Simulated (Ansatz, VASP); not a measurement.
One calculation of Cs2AgBiBr6, two programs

File INCAR:

```
PREC = Accurate ; ENCUT = 520
EDIFF = 1E-6 ; ISMEAR = 0
SIGMA = 0.01 ; LREAL = F
LASPH = T ; NELM = 60
ALGO = Normal ; ISIF = 2
LWAVE = F ; LCHARG = F
GGA = PE ; NBANDS = 54
```

File KPOINTS:

```
regular mesh
0
Gamma
  4 4 4
```

The input POSCAR:

```
Cs2AgBiBr6
1.0
    0.0000000000      5.7988657135      5.7988657135
    5.7988657135      0.0000000000      5.7988657135
    5.7988657135      5.7988657135      0.0000000000
Cs Ag Bi Br
2 1 1 6
Direct
    0.2500000000      0.2500000000      0.2500000000
    0.7500000000      0.7500000000      0.7500000000
    0.5000000000      0.5000000000      0.5000000000
    0.0000000000      0.0000000000      0.0000000000
    0.2513065120      0.7486934880      0.2513065120
    0.2513065120      0.7486934880      0.7486934880
    0.7486934880      0.2513065120      0.7486934880
    0.7486934880      0.2513065120      0.2513065120
    0.2513065120      0.2513065120      0.7486934880
    0.7486934880      0.7486934880      0.2513065120
```

Input for Ansatz:

```yaml
crystal:
  lattice:
    - [0.0, 5.7988657135, 5.7988657135]
    - [5.7988657135, 0.0, 5.7988657135]
    - [5.7988657135, 5.7988657135, 0.0]
  atoms:
    - { symbol: Cs, position: [0.25, 0.25, 0.25] }
    - { symbol: Cs, position: [0.75, 0.75, 0.75] }
    - { symbol: Ag, position: [0.5, 0.5, 0.5] }
    - { symbol: Bi, position: [0.0, 0.0, 0.0] }
    - { symbol: Br, position: [0.251306512, 0.748693488, 0.251306512] }
    - { symbol: Br, position: [0.251306512, 0.748693488, 0.748693488] }
    - { symbol: Br, position: [0.748693488, 0.251306512, 0.748693488] }
    - { symbol: Br, position: [0.748693488, 0.251306512, 0.251306512] }
    - { symbol: Br, position: [0.251306512, 0.251306512, 0.748693488] }
    - { symbol: Br, position: [0.748693488, 0.748693488, 0.251306512] }
kpoints:
  mp_grid: { grid: [4, 4, 4] }
hamiltonian:
  xc: pbe
scf:
  occupations: { method: fixed }
  n_extra_bands: 6
output:
  forces: true
  stress: true
  eigenvalues: true
```

Alike in both runs: task single point; functional PBE; k mesh 4 × 4 × 4; no spin polarisation.

```csv
,VASP,Ansatz
version,VASP 6.6.1,Ansatz 0.2.0
potentials or method,"VASP PAW PBE potentials, release 64 (Cs_sv, Ag, Bi_d, Br)","plane waves, PAW"
plane-wave cutoff (eV),520,420
occupations,"gaussian, width 0.01 eV",fixed
valence electrons in the cell,86,94
```

|  | VASP | Ansatz | Ansatz less VASP |
| --- | --- | --- | --- |
| gap on the k mesh at the Fermi level (eV) | 1.36 | 1.35 | -0.004 |
| pressure (GPa) | -0.7 | -0.7 | 0.00 |
| rms of the force components (eV/Å) | 0.036 | 0.037 | +0.0013 |

Atom by atom the forces differ by 0.001 eV/Å (rms over components). VASP's potentials hold 86 valence electrons a cell and Ansatz's 94, so a difference there can come from the potentials and not from the codes.

Neither program's run includes spin-orbit coupling.
